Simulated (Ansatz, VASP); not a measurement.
This is a calculation of KMgF3 for Ansatz 0.2.0.

Contents of input.yaml:

```yaml
crystal:
  lattice:
    - [3.9859, 0.079718, 0.0]
    - [0.079718, 3.9859, 0.0]
    - [0.0, 0.0, 3.9859]
  atoms:
    - { symbol: K, position: [0.5, 0.5, 0.5] }
    - { symbol: Mg, position: [0.0, 0.0, 0.0] }
    - { symbol: F, position: [0.0, 0.0, 0.5] }
    - { symbol: F, position: [0.0, 0.5, 0.0] }
    - { symbol: F, position: [0.5, 0.0, 0.0] }
hamiltonian:
  xc: pbe
  pseudopotentials: { kind: paw }
kpoints:
  mp_grid: { grid: [6, 6, 6] }
scf:
  occupations: { method: fermi_dirac, width: 0.05 }
output:
  forces: true
  stress: true
  eigenvalues: true
```

Potentials or basis: Ansatz PAW.

The run is started by

```bash
$ ansatz run input.yaml --threads 2 --pin off --max-ram 5632MiB --backend cpu --events-out ev --progress --plain --runs-dir out
```

Set up the same calculation for VASP 6.6.1. Potentials there: VASP PAW PBE potentials, release 64 (K_sv, Mg, F).

As run (the cutoff follows the program's own potentials):

The input INCAR:

```
  PREC = Accurate
  ENCUT = 520
  EDIFF = 1E-6
  ISMEAR = -1
  SIGMA = 0.05
  LREAL = False
  LASPH = True
  NELM = 60
  ALGO = Normal
  ISIF = 2
  LWAVE = False
  LCHARG = False
  GGA = PE
  NBANDS = 24
```

Contents of KPOINTS:

```
Automatic mesh
0
Gamma
  6 6 6
```

File POSCAR:

```
KMgF3
1.0
    3.9859000000      0.0797180000      0.0000000000
    0.0797180000      3.9859000000      0.0000000000
    0.0000000000      0.0000000000      3.9859000000
K Mg F
1 1 3
Direct
    0.5000000000      0.5000000000      0.5000000000
    0.0000000000      0.0000000000      0.0000000000
    0.0000000000      0.0000000000      0.5000000000
    0.0000000000      0.5000000000      0.0000000000
    0.5000000000      0.0000000000      0.0000000000
```

Potentials or basis: VASP PAW PBE potentials, release 64 (K_sv, Mg, F).

Command:

```console
$ cat potpaw_PBE.64/K_sv/POTCAR potpaw_PBE.64/Mg/POTCAR potpaw_PBE.64/F/POTCAR > POTCAR
$ mpirun -np 1 vasp_std > vasp.out
```

Both were run:

|  | VASP | Ansatz | Ansatz less VASP |
| --- | --- | --- | --- |
| gap on the k mesh at the Fermi level (eV) | 7.28 | 7.31 | +0.030 |
| least direct gap on the mesh (eV) | 7.53 | 7.56 | +0.028 |
| pressure (GPa) | 3.4 | 3.8 | +0.42 |
| traceless stress, the component that is largest in VASP (GPa) | -1.95 | -1.92 | +0.027 |

VASP's potentials hold 32 valence electrons a cell and Ansatz's 40, so a difference there can come from the potentials and not from the codes.
